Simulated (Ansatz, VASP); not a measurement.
**One calculation of SiGe, two programs**

```xyz
4
Lattice="3.8616 0.0000 0.0000 -1.9308 3.3442 0.0000 0.0000 0.0000 6.3790" Properties=species:S:1:pos:R:3 pbc="T T T"
Si    1.9308    1.1147    5.5783
Si    0.0000    2.2295    2.3888
Ge    1.9308    1.1147    3.1928
Ge    0.0000    2.2295    0.0033
```

Change from the starting cell: equal strain along all axes, cell held, atoms relaxed: -1.0 %.

Alike in both runs: functional PBEsol; k mesh 12 × 12 × 6; occupations gaussian, width 0.02 eV; no spin polarisation.

Ansatz relaxed the structure, and its values are those at the end. VASP's run is a single point on that final structure, the one shown.

```csv
,VASP,Ansatz
version,VASP 6.6.1,Ansatz 0.2.0
potentials or method,"VASP PAW PBE potentials, release 64 (Si, Ge_d), cutoff 520 eV","scalar-relativistic, plane waves, PAW"
valence electrons in the cell,36,36
```

|  | VASP | Ansatz | Ansatz less VASP |
| --- | --- | --- | --- |
| gap on the k mesh at the Fermi level (eV) | 0.30 | 0.29 | -0.001 |
| least direct gap on the mesh (eV) | 0.49 | 0.49 | -0.006 |
| pressure (GPa) | 2.6 | 2.6 | +0.03 |

VASP's potentials were made for PBE, not for PBEsol. Ansatz's warnings: stress scf threshold loose.
